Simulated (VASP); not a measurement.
A run of VASP 6.6.1:

INCAR

```
SYSTEM = SiC
PREC     = Accurate       ! precision mode
ENCUT    = 520            ! plane-wave cutoff, eV
EDIFF    = 1E-6           ! SCF threshold, eV
ISMEAR   = 0              ! smearing method
SIGMA    = 0.05           ! smearing width, eV
LREAL    = .FALSE.        ! projectors in reciprocal space
LASPH    = .TRUE.         ! aspherical terms in the spheres
NELM     = 60             ! most SCF steps
ALGO     = Normal         ! electronic algorithm
ISIF     = 2              ! what is computed and relaxed
LWAVE    = .FALSE.        ! write WAVECAR
LCHARG   = .FALSE.        ! write CHGCAR
GGA      = PE             ! functional
NBANDS   = 11             ! bands
```

Contents of KPOINTS:

```
regular mesh
0
G
  12 12 12
  0 0 0
```

POSCAR

```
SiC
1.0
    0.0000000000      2.2392200000      2.2392200000
    2.2392200000      0.0000000000      2.2392200000
    2.2392200000      2.2392200000      0.0000000000
Si C
1 1
Direct
    0.0000000000      0.0000000000      0.0000000000
    0.7500000000      0.7500000000      0.7500000000
```

Potentials or basis: VASP PAW PBE potentials, release 64 (Si, C).

The run is started by

```bash
$ cat potpaw_PBE.64/Si/POTCAR potpaw_PBE.64/C/POTCAR > POTCAR
$ mpirun -np 1 vasp_std > vasp.out
```

Hardware: 1 thread of AMD EPYC 9R45 96-Core Processor (Zen 5) (shared host).

Q: How long does it take, and how much memory?

A: Run time: 8 s on 1 thread of AMD EPYC 9R45 96-Core Processor (Zen 5), on a shared host, peak memory 0.11 GiB. Counts: scf iterations 12, k points 72.
